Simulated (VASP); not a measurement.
Set up this calculation in VASP 6.6.1, as the native input.

```
Task                   : relaxation of the atoms
Functional             : PBE
Potentials or basis    : VASP PAW PBE potentials, release 64 (N, Zr_sv)
Cutoff                 : 520 eV
k mesh                 : 12 × 12 × 1
Occupations            : gaussian, width 0.1 eV
Spin                   : no spin polarisation
Dipole correction      : yes
Further INCAR settings : ALGO = Normal; EDIFF = 1e-07; NELMDL = -8; IBRION = 2; EDIFFG = -0.02; NSW = 80
```

The structure of Zr5N6 lies in POSCAR:

```
Zr5N6
1.0
    3.2489094159      0.0000000000      0.0000000000
   -1.6244547079      2.8136380888      0.0000000000
    0.0000000000      0.0000000000     28.2636171491
N Zr
6 5
Direct
    0.3333333333      0.6666666667      0.2653588166
    0.0000000000      0.0000000000      0.3592152900
    0.6666666667      0.3333333333      0.4530717633
    0.3333333333      0.6666666667      0.5469282367
    0.0000000000      0.0000000000      0.6407847100
    0.6666666667      0.3333333333      0.7346411834
    0.6666666667      0.3333333333      0.3122870533
    0.3333333333      0.6666666667      0.4061435266
    0.0000000000      0.0000000000      0.5000000000
    0.6666666667      0.3333333333      0.5938564734
    0.3333333333      0.6666666667      0.6877129467
```

The input as run:

INCAR

```
SYSTEM = Zr5N6
PREC = Accurate ; ENCUT = 520
EDIFF = 1E-7 ; ISMEAR = 0
SIGMA = 0.1 ; LREAL = .FALSE.
LASPH = .TRUE. ; NELM = 120
ALGO = Normal ; ISIF = 2
LWAVE = .FALSE. ; LCHARG = .FALSE.
LDIPOL = .TRUE. ; IDIPOL = 3
DIPOL = 0.5 0.5 0.500 ; GGA = PE
IBRION = 2 ; NSW = 80
EDIFFG = -0.02 ; GGA_COMPAT = .FALSE.
NELMIN = 4 ; NELMDL = -8
KPAR = 4
```

KPOINTS

```
regular mesh
0
G
  12 12 1
  0 0 0
```

Potentials or basis: VASP PAW PBE potentials, release 64 (N, Zr_sv).

The run is started by

```console
$ cat potpaw_PBE.64/N/POTCAR potpaw_PBE.64/Zr_sv/POTCAR > POTCAR
$ mpirun -np 4 vasp_std > vasp.out
```

Results of the run:

* Energy gained by relaxing: 336.3 meV/atom
* Ionic steps: 19
* Largest force after relaxing: 0.013 eV/Å
* Band gap on the k mesh: zero (bands 45 and 46 overlap by 1.06 eV)

It took 16 min on 4 MPI ranks on Intel(R) Xeon(R) Platinum 8488C (Sapphire Rapids) (shared host), peak memory 0.48 GiB a rank.
